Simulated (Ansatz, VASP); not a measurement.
## One calculation of Si2W, two programs

INCAR

```
SYSTEM = Si2W
PREC     = Accurate       ! precision mode
ENCUT    = 520            ! plane-wave cutoff, eV
EDIFF    = 1E-8           ! SCF threshold, eV
ISMEAR   = -1             ! smearing method
SIGMA    = 0.05           ! smearing width, eV
LREAL    = .False.        ! projectors in reciprocal space
LASPH    = .True.         ! aspherical terms in the spheres
NELM     = 60             ! most SCF steps
ALGO     = Normal         ! electronic algorithm
ISIF     = 2              ! what is computed and relaxed
LWAVE    = .False.        ! write WAVECAR
LCHARG   = .False.        ! write CHGCAR
GGA      = PS             ! functional
LEFG     = .True.       
NBANDS   = 18             ! bands
```

KPOINTS

```
regular mesh
0
Gamma
  13 13 13
  0 0 0
```

The input POSCAR:

```
Si2W
1.0
   -1.6069000000      1.6069000000      3.9149500000
    1.6069000000     -1.6069000000      3.9149500000
    1.6069000000      1.6069000000     -3.9149500000
Si W
2 1
Direct
    0.3347000000      0.3347000000      0.0000000000
    0.6653000000      0.6653000000      0.0000000000
    0.0000000000      0.0000000000      0.0000000000
```

Input for Ansatz:

```yaml
crystal:
  lattice:
    - [-1.6069, 1.6069, 3.91495]
    - [1.6069, -1.6069, 3.91495]
    - [1.6069, 1.6069, -3.91495]
  atoms:
    - { symbol: Si, position: [0.3347, 0.3347, 0.0] }
    - { symbol: Si, position: [0.6653, 0.6653, 0.0] }
    - { symbol: W, position: [0.0, 0.0, 0.0] }
kpoints:
  mp_grid: { grid: [13, 13, 13] }
scf:
  occupations: { method: fermi_dirac, width: 0.05 }
hamiltonian:
  xc: pbesol
  pseudopotentials: { kind: paw }
output:
  forces: true
  stress: true
  eigenvalues: true
  efg: { contact_densities: true }
  populations: true
  write_density: true
  write_potential: true
  elf: true
  volumetric_format: npy
```

Change from the starting cell: shortest bond scaled by 1, PAW files.

Alike in both runs: task electric field gradients; functional PBEsol; k mesh 13 × 13 × 13; occupations fermi-dirac, width 0.05 eV; no spin polarisation.

|  | VASP | Ansatz |
| --- | --- | --- |
| version | VASP 6.6.1 | Ansatz 0.2.0 |
| potentials or method | VASP PAW PBE potentials, release 64 (Si, W_sv) | PAW with Ansatz's default frozen-core files, scalar-relativistic |
| plane-wave cutoff (eV) | 520 | 420 |
| valence electrons in the cell | 22 | 22 |

Ansatz gave:

- pressure (GPa): -2.0
- traceless stress, the component that is largest in VASP (GPa): 0.34
- rms of the force components (eV/Å): 0.006
- size of Vzz on the site where it differs most (V/Å²): 169.6

Estimate VASP's values.

pressure (GPa): -1.6; traceless stress, the component that is largest in VASP (GPa): 0.31; rms of the force components (eV/Å): 0.008; size of Vzz on the site where it differs most (V/Å²): 142.9.

VASP's potentials were made for PBE, not for PBEsol. Atom by atom the forces differ by 0.002 eV/Å (rms over components).

Neither program's run includes spin-orbit coupling.
